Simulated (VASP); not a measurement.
Set up this calculation in VASP 6.6.1, as the native input.

```yaml
Task: relaxation of cell and atoms
Functional: PBE
Potentials_or_basis: VASP PAW PBE potentials, release 64 (Li_sv)
Cutoff: 600 eV
k_mesh: 22 × 22 × 22
Occupations: methfessel-paxton, width 0.1 eV
Spin: no spin polarisation
Dipole_correction: no
Further_INCAR_settings: ALGO = Normal; EDIFF = 1e-06; IBRION = 2; EDIFFG = -0.005; NSW = 60; ISIF = 3
```

The structure of Li lies in POSCAR:

```
Li
1.0
   -1.7450000000      1.7450000000      1.7450000000
    1.7450000000     -1.7450000000      1.7450000000
    1.7450000000      1.7450000000     -1.7450000000
Li
1
Direct
    0.0000000000      0.0000000000      0.0000000000
```

The input as run:

INCAR

```
SYSTEM = Li
PREC = Accurate ; ENCUT = 600
EDIFF = 1E-6 ; ISMEAR = 1
SIGMA = 0.1 ; LREAL = .FALSE.
LASPH = .TRUE. ; NELM = 80
ALGO = Normal ; ISIF = 3
LWAVE = .FALSE. ; LCHARG = .FALSE.
GGA = PE ; IBRION = 2
NSW = 60 ; EDIFFG = -0.005
```

KPOINTS

```
regular mesh
0
G
  22 22 22
  0 0 0
```

Potentials or basis: VASP PAW PBE potentials, release 64 (Li_sv).

The run is started by

```sh
$ cat potpaw_PBE.64/Li_sv/POTCAR > POTCAR
$ mpirun -np 1 vasp_std > vasp.out
```

Results of the run:

The relaxed volume is 20.06 Å³/atom and the relaxed cell is a = 2.965 Å, b = 2.965 Å, c = 2.965 Å, α = 109.47°, β = 109.47°, γ = 109.47°. The space group after relaxing (to 0.1 Å) is Im-3m (No. 229), the energy gained by relaxing is 2.8 meV/atom and the ionic steps are 5. The pressure after relaxing is 0.0 GPa and the band gap on the k mesh is zero (an odd number of electrons rules out a gap without spin polarisation).

Caveat: the cutoff is under 1.25 times the usual one of these potentials, so pressure, stress and relaxed cells hold a basis-set (Pulay) error.

Run time: 78 s on 1 thread of Intel Xeon 8259CL, with other jobs on the host, peak memory 0.16 GiB.
